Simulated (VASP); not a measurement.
# AlP (l.bA) (F-43m) in VASP: a series of runs, part 2 of 2

VASP 6.6.1. The steps go on from the part before.

### Step 4. Relaxation of cell and atoms, LDA

This run uses another cell than the first one, of 20.46 Å³/atom, 1.020 times its volume.

INCAR reads:

```
PREC = Accurate
ENCUT = 500
EDIFF = 1E-7
ISMEAR = 0
SIGMA = 0.02
LREAL = F
LASPH = T
NELM = 120
ALGO = Normal
ISIF = 3
LWAVE = F
LCHARG = F
GGA = CA
IBRION = 2
NSW = 100
EDIFFG = -0.002
GGA_COMPAT = F
NELMIN = 4
```

KPOINTS reads:

```
Automatic mesh
0
Gamma
  8 8 8
```

POSCAR reads:

```
AlP
1.0
    0.0000000000      2.7350000000      2.7350000000
    2.7350000000      0.0000000000      2.7350000000
    2.7350000000      2.7350000000      0.0000000000
Al P
1 1
Direct
    0.0000000000      0.0000000000      0.0000000000
    0.2500000000      0.2500000000      0.2500000000
```

Potentials or basis: VASP PAW LDA potentials, release 64 (Al, P).

Launch:

```
> cat potpaw_LDA.64/Al/POTCAR potpaw_LDA.64/P/POTCAR > POTCAR
> mpirun -np 1 vasp_std > vasp.out
```

OUTCAR:

```text
PREC = Accurate
   ENCUT = 500
   EDIFF = 1E-7
   ISMEAR = 0
   LREAL = F
   LASPH = T
   NELM = 120
   ISIF = 3
   GGA = CA
   IBRION = 2
   NSW = 100
   EDIFFG = -0.002
   NELMIN = 4

 ion  position               nearest neighbor table
   1  0.000  0.000  0.000-   2 2.37   2 2.37   2 2.37   2 2.37
   2  0.250  0.250  0.250-   1 2.37   1 2.37   1 2.37   1 2.37

  LATTYP: Found a face centered cubic cell.
 ALAT       =     5.4700000000

  Lattice vectors:

 A1 = (   0.0000000000,   2.7350000000,   2.7350000000)
 A2 = (   2.7350000000,   0.0000000000,   2.7350000000)
 A3 = (   2.7350000000,   2.7350000000,   0.0000000000)

Analysis of symmetry for initial positions (statically):
=====================================================================
 Subroutine PRICEL returns:
 Original cell was already a primitive cell.

 Routine SETGRP: Setting up the symmetry group for a
 face centered cubic supercell.

 Subroutine GETGRP returns: Found 24 space group operations
 (whereof 24 operations were pure point group operations)
 out of a pool of 48 trial point group operations.

The static configuration has the point symmetry T_d .

Analysis of symmetry for dynamics (positions and initial velocities):
=====================================================================
 Subroutine PRICEL returns:
 Original cell was already a primitive cell.

 Routine SETGRP: Setting up the symmetry group for a
 face centered cubic supercell.

 Subroutine GETGRP returns: Found 24 space group operations
 (whereof 24 operations were pure point group operations)
 out of a pool of 48 trial point group operations.

The dynamic configuration has the point symmetry T_d .

 Subroutine INISYM returns: Found 24 space group operations
 (whereof 24 operations are pure point group operations),
 and found     1 'primitive' translations

[... 123 lines left out ...]
   LEPSILON=     F    determine dielectric tensor
   LRPA    =     F    only Hartree local field effects (RPA)
 conjugate gradient relaxation of ions
 non-spin polarized calculation
 Gauss-broadening in eV      SIGMA  =   0.02
  energy-cutoff  :      500.00
  volume of cell :       40.92
 maximum number of plane-waves:      1056
   NGX = 15   NGY = 15   NGZ = 15

--------------------------------------- Ionic step        1  -------------------------------------------

 number of electron       8.0000000 magnetization

 Free energy of the ion-electron system (eV)
  ---------------------------------------------------
  ext. energy  EPLUGINS =         0.00000000
  ---------------------------------------------------
  free energy    TOTEN  =       -11.40822499 eV

  energy without entropy =      -11.40822499  energy(sigma->0) =      -11.40822499

------------------------ aborting loop because EDIFF is reached ----------------------------------------

  FORCE on cell =-STRESS in cart. coord.  units (eV):
  Direction    XX          YY          ZZ          XY          YZ          ZX
  --------------------------------------------------------------------------------------
  -------------------------------------------------------------------------------------
  Total       -0.4274606     -0.4274606     -0.4274606      0.0000000      0.0000000      0.0000000
  in kB      -16.7380437    -16.7380437    -16.7380437      0.0000000      0.0000000      0.0000000
  external PRESSURE =     -16.7380437 kB  Pullay stress =       0.0000000 kB
[... 59 lines left out ...]
--------------------------------------- Ionic step        3  -------------------------------------------

 number of electron       8.0000000 magnetization

 Free energy of the ion-electron system (eV)
  ---------------------------------------------------
  ext. energy  EPLUGINS =         0.00000000
  ---------------------------------------------------
  free energy    TOTEN  =       -11.41236813 eV

  energy without entropy =      -11.41236813  energy(sigma->0) =      -11.41236813

 E-fermi :   4.7120     XC(G=0):  -9.5012

 val. band max:        4.5778328636   @ k =   0.0000   0.0000   0.0000
 cond. band min:       5.9929054378   @ k =   0.5000   0.5000   0.0000
 fundamental gap:      1.4150725743
 Fermi energy:         4.7119559018

 k-point     1 :       0.0000    0.0000    0.0000
  band No.  band energies     occupation
      1      -7.0069      2.00000
      2       4.5778      2.00000
      3       4.5778      2.00000
      4       4.5778      2.00000
      5       7.8141      0.00000
      6       9.0693      0.00000
      7       9.0693      0.00000
      8       9.0693      0.00000
[... 243 lines left out ...]
 k-point    24 :      -0.3750    0.2500    0.1250
  band No.  band energies     occupation
      1      -4.9524      2.00000
      2      -0.6914      2.00000
      3       1.9157      2.00000
      4       3.0537      2.00000
      5       8.4356      0.00000
      6       9.0105      0.00000
      7      11.4228      0.00000
      8      12.2235      0.00000

 [... further k-points ...]
[... 5 lines left out ...]
  --------------------------------------------------------------------------------------
  -------------------------------------------------------------------------------------
  Total       -0.0009565     -0.0009565     -0.0009565     -0.0000000     -0.0000000     -0.0000000
  in kB       -0.0381809     -0.0381809     -0.0381809     -0.0000000     -0.0000000     -0.0000000
  external PRESSURE =      -0.0381809 kB  Pullay stress =       0.0000000 kB
[... 17 lines left out ...]
  FREE ENERGIE OF THE ION-ELECTRON SYSTEM (eV)
  ---------------------------------------------------
  free  energy   TOTEN  =       -11.4123681306 eV

  energy  without entropy=      -11.4123681306  energy(sigma->0) =      -11.41236813

 reached required accuracy - stopping structural energy minimisation
```

OSZICAR:

```text
N       E                     dE             d eps       ncg     rms          rms(c)
DAV:   1     0.107048732657E+02    0.10705E+02   -0.30999E+03   464   0.736E+02
DAV:   2    -0.113473117259E+02   -0.22052E+02   -0.21173E+02   664   0.899E+01
DAV:   3    -0.118342683425E+02   -0.48696E+00   -0.48696E+00   560   0.181E+01
[... 21 lines left out ...]
DAV:   2    -0.114126818157E+02    0.14742E-02   -0.38759E-03   544   0.342E-01    0.126E-01
DAV:   3    -0.114123985976E+02    0.28322E-03   -0.10150E-03   608   0.167E-01    0.322E-02
DAV:   4    -0.114123768501E+02    0.21747E-04   -0.25335E-05   536   0.361E-02    0.267E-02
DAV:   5    -0.114123681988E+02    0.86513E-05   -0.97500E-06   536   0.173E-02    0.112E-02
DAV:   6    -0.114123681306E+02    0.68242E-07   -0.26202E-07   584   0.431E-03
   3 F= -.11412368E+02 E0= -.11412368E+02  d E =-.414314E-02
```

It took 7.7 s on 1 thread of Intel Xeon 6975P-C (Granite Rapids), shared host; peak memory 0.13 GiB.

What came out:

| Quantity | Value |
| --- | --- |
| Free energy | -11.4124 eV |
| Relaxed volume | 20.07 Å³/atom |
| Relaxed cell | a = 3.843 Å, b = 3.843 Å, c = 3.843 Å, α = 60.00°, β = 60.00°, γ = 60.00° |
| Space group after relaxing (to 0.05 Å) | F-43m (No. 216) |
| Energy gained by relaxing | 2.1 meV/atom |
| Ionic steps | 3 |
| Pressure after relaxing | 0.0 GPa |
| Band gap on the k mesh | 1.42 eV, indirect (least direct gap 3.24 eV) |

Step by step:
```
step  energy change (eV)  largest force (eV/Å)  pressure (GPa)  volume (Å³)
   1              0.0000                0.0000           -1.67        40.92
   2             -0.0026                0.0000            1.09        39.66
   3             -0.0041                0.0000            0.00        40.14
```

Final structure:
```xyz
2
Lattice="0.0000 2.7175 2.7175 2.7175 0.0000 2.7175 2.7175 2.7175 0.0000" Properties=species:S:1:pos:R:3 pbc="T T T"
Al    0.0000    0.0000    0.0000
P     1.3587    1.3587    1.3587
```

Levels at points of the mesh, in eV from the valence-band top:
| k point | band 2 | band 3 | band 4 | band 5 | band 6 | band 7 |
| --- | --- | --- | --- | --- | --- | --- |
| (0.00, 0.00, 0.00) | 0.00 | 0.00 | 0.00 | 3.24 | 4.49 | 4.49 |
| (0.50, 0.00, 0.00) | -5.64 | -0.78 | -0.78 | 2.72 | 4.74 | 4.74 |
| (0.50, 0.50, 0.00) | -5.40 | -2.15 | -2.15 | 1.42 | 2.33 | 11.00 |

A k mesh can miss the band edges. A hybrid or GW would open this gap; LDA tends to underestimate it.

### Step 5. The runs side by side

```tsv
task	cell	k mesh	gap on the mesh (eV)	pressure (GPa)
single point	a = 3.842 Å, angles 60.0°, 2 atoms	8 × 8 × 8	1.41	0.1
single point	a = 3.842 Å, angles 60.0°, 2 atoms	10 × 10 × 10	1.41	0.1
relaxation of cell and atoms	relaxed from a = 3.868 Å, angles 60.0°, 2 atoms	8 × 8 × 8	1.42	0.0
```

Alike in all rows: level LDA; potentials or basis VASP PAW LDA potentials, release 64 (Al, P); no spin polarisation; cutoff (eV) 500; smearing gaussian 0.02 eV.

Absolute energies hang on the potentials; compare differences alone.
